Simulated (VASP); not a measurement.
A run of VASP 6.6.1 is set up as follows.

File INCAR:

```
PREC = Accurate
ENCUT = 520
EDIFF = 1E-7
ISMEAR = 0
SIGMA = 0.1
LREAL = F
LASPH = T
NELM = 80
ALGO = Normal
ISIF = 2
LWAVE = F
LCHARG = T
LDIPOL = T
IDIPOL = 3
DIPOL = 0.5 0.5 0.294
GGA = PE
LELF = T
LVHAR = T
LVACPOTAV = T
NBANDS = 20
```

File KPOINTS:

```
regular mesh
0
Gamma
  10 10 1
```

File POSCAR:

```
BeCd2
1.0
    4.7635754894      0.0000000000      0.0000000000
    0.0000000000      4.7635754894      0.0000000000
    0.0000000000      0.0000000000     23.8000000000
Be Cd
1 2
Direct
    0.0000000000      0.0000000000      0.2941176471
    0.0000000000      0.5000000000      0.2941176471
    0.5000000000      0.0000000000      0.2941176471
```

Potentials or basis: VASP PAW PBE potentials, release 64 (Be, Cd).

Launch:

```sh
$ cat potpaw_PBE.64/Be/POTCAR potpaw_PBE.64/Cd/POTCAR > POTCAR
$ mpirun -np 1 vasp_std > vasp.out
```

(1) What does it give for the band gap on the k mesh?

(2) What does it give for the work function of the upper face?

(3) Predict the work function of the lower face.

Results:

(1) zero (bands 13 and 14 overlap by 1.00 eV).

(2) 3.85 eV.

(3) 3.85 eV.
